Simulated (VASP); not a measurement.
Input of a VASP 6.6.1 run:

The input INCAR:

```
  PREC = Accurate
  ENCUT = 520
  EDIFF = 1E-7
  ISMEAR = -1
  SIGMA = 0.05
  LREAL = False
  LASPH = True
  NELM = 80
  ALGO = Normal
  ISIF = 2
  LWAVE = False
  LCHARG = True
  LELF = True
  LVHAR = True
  NBANDS = 28
```

File KPOINTS:

```
regular mesh
0
Gamma
  9 9 9
```

The input POSCAR:

```
BaTiO3
1.0
    2.8276681575      1.6325549719      2.2713769758
   -2.8276681575      1.6325549719      2.2713769758
    0.0000000000     -3.2651099438      2.2713769758
Ba Ti O
1 1 3
Direct
    0.0000000000      0.0000000000      0.0000000000
    0.5140000000      0.5140000000      0.5140000000
    0.4916000000      0.4916000000      0.9815000000
    0.4916000000      0.9815000000      0.4916000000
    0.9815000000      0.4916000000      0.4916000000
```

Potentials or basis: VASP PAW LDA potentials, release 64 (Ba_sv, Ti_sv, O).

The run is started by

```console
$ cat potpaw_LDA.64/Ba_sv/POTCAR potpaw_LDA.64/Ti_sv/POTCAR potpaw_LDA.64/O/POTCAR > POTCAR
$ mpirun -np 1 vasp_std > vasp.out
```

(1) Estimate the largest force.

(2) What does it give for the pressure?

Results:

(1) 0.278 eV/Å.

(2) -0.4 GPa.

Caveat: the cell differs from its parent crystal (zz strain of -2 %).
